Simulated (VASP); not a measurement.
## Cr: single point with PBE

Cr:

```
CELL_PARAMETERS angstrom
1.14705 -2.46703 0.00000
1.14705 2.46703 0.00000
0.00000 0.00000 4.06431
ATOMIC_POSITIONS crystal
Cr 0.12947 0.87053 0.75000
Cr 0.87053 0.12947 0.25000
```

```
Program                : VASP 6.6.1
Task                   : single point
Functional             : PBE
Potentials or basis    : VASP PAW PBE potentials, release 64 (Cr_pv)
Cutoff                 : 520 eV
k mesh                 : 24 × 24 × 14
Occupations            : gaussian, width 0.15 eV
Spin                   : no spin polarisation
Dipole correction      : no
Further INCAR settings : ALGO = Fast; EDIFF = 1e-06; NBANDS = 19
```

```yaml
Pressure: 7.2 GPa
Largest_force: 0.157 eV/Å
Band_gap_on_the_k_mesh: zero (band 12 reaches 11.36 eV, above the bottom of band 13 at 10.56 eV)
```

Forces on the atoms (eV/Å):
```
Cr   0.000 -0.157  0.000
Cr   0.000  0.157  0.000
```

Stress tensor (GPa, compression positive):
```
 7.07  0.00  0.00
 0.00  4.03  0.00
 0.00  0.00 10.49
```

Levels at points of the mesh, in eV from the Fermi level:
```csv
k point,band 8,band 9,band 10,band 11,band 12,band 13,band 14,band 15,band 16,band 17
"(0.00, 0.00, 0.00)",-4.33,-2.17,-1.95,-0.87,0.17,1.01,1.01,1.05,1.70,1.85
"(0.50, 0.00, 0.00)",-3.80,-3.76,-1.34,-0.29,0.04,0.25,1.86,2.05,2.26,4.38
"(0.50, 0.50, 0.00)",-3.48,-2.61,-2.42,-1.96,-1.42,0.54,2.06,2.57,2.73,3.85
"(0.00, 0.00, 0.50)",-5.53,-1.96,-1.96,-1.17,-1.17,0.56,0.56,0.77,0.77,2.32
"(0.50, 0.00, 0.50)",-4.15,-2.37,-2.37,0.09,0.09,1.33,1.33,2.38,2.38,4.82
"(0.50, 0.50, 0.50)",-4.34,-2.73,-2.73,0.31,0.31,1.53,1.53,2.31,2.31,2.43
```

Wall time 4.2 min on 1 thread of Intel(R) Xeon(R) 6975P-C (Granite Rapids), with other jobs on the host, peak memory 0.51 GiB.

Caveat: the run has no spin polarisation, though such a crystal can be magnetic. Spin polarisation is off, so any magnetic state and its effect on volume and gap are missing.
